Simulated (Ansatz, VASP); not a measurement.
**Ge: VASP beside Ansatz**

```
CELL_PARAMETERS angstrom
2.71207 -0.02712 0.00000
-0.02712 2.71207 0.00000
0.00000 0.00000 2.71207
ATOMIC_POSITIONS crystal
Ge 0.00000 0.00000 0.00000
```

Change from the starting cell: xy shear strain of -2 %.

Alike in both runs: task single point; functional PBE; k mesh 13 × 13 × 13; occupations fermi-dirac, width 0.05 eV; no spin polarisation.

|  | VASP | Ansatz |
| --- | --- | --- |
| version | VASP 6.6.1 | Ansatz 0.2.0 |
| potentials or method | VASP PAW PBE potentials, release 64 (Ge_d), cutoff 520 eV | all-electron LAPW, scalar-relativistic |

|  | VASP | Ansatz | Ansatz less VASP |
| --- | --- | --- | --- |
| pressure (GPa) | -0.1 | 0.0 | +0.11 |
| traceless stress, the component that is largest in VASP (GPa) | -0.18 | -0.18 | 0.000 |

Ansatz ran all-electron here, and VASP with PAW potentials.
